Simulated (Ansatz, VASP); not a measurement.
## Two plane-wave programs on Ni

```
Ni
1.0
     3.77719    0.00000    0.00000
    -1.88860    3.27114    0.00000
     0.00000    0.00000    2.28439
Ni
3
Cartesian
  1.8886 3.2711 2.2844
  0.0000 2.1808 1.1422
  1.8886 1.0904 1.1422
```

Alike in both runs: task single point; functional LDA; k mesh 11 × 11 × 15; occupations fermi-dirac, width 0.05 eV; collinear spin.

```csv
,VASP,Ansatz
version,VASP 6.6.1,Ansatz 0.2.0
potentials or method,"VASP PAW LDA potentials, release 64 (Ni), cutoff 520 eV","plane waves (420 eV) with PAW, scalar-relativistic"
valence electrons in the cell,30,54
```

|  | VASP | Ansatz | Ansatz less VASP |
| --- | --- | --- | --- |
| pressure (GPa) | 23.8 | 24.4 | +0.62 |
| traceless stress, the component that is largest in VASP (GPa) | -1.75 | -1.26 | +0.488 |
| net moment per atom (μB) | 0.47 | 0.50 | +0.038 |
| size of the moment on the site where the two differ most (μB) | 0.46 | 0.52 | +0.063 |

Ansatz warns that its potentials were made for another functional, while VASP's fit it. LDA's correlation is that of Perdew and Zunger in VASP and of Perdew and Wang (1992) in Ansatz. Site moments also hang on the region over which each program counts them. VASP's potentials hold 30 valence electrons a cell and Ansatz's 54, so a difference there can come from the potentials and not from the codes.
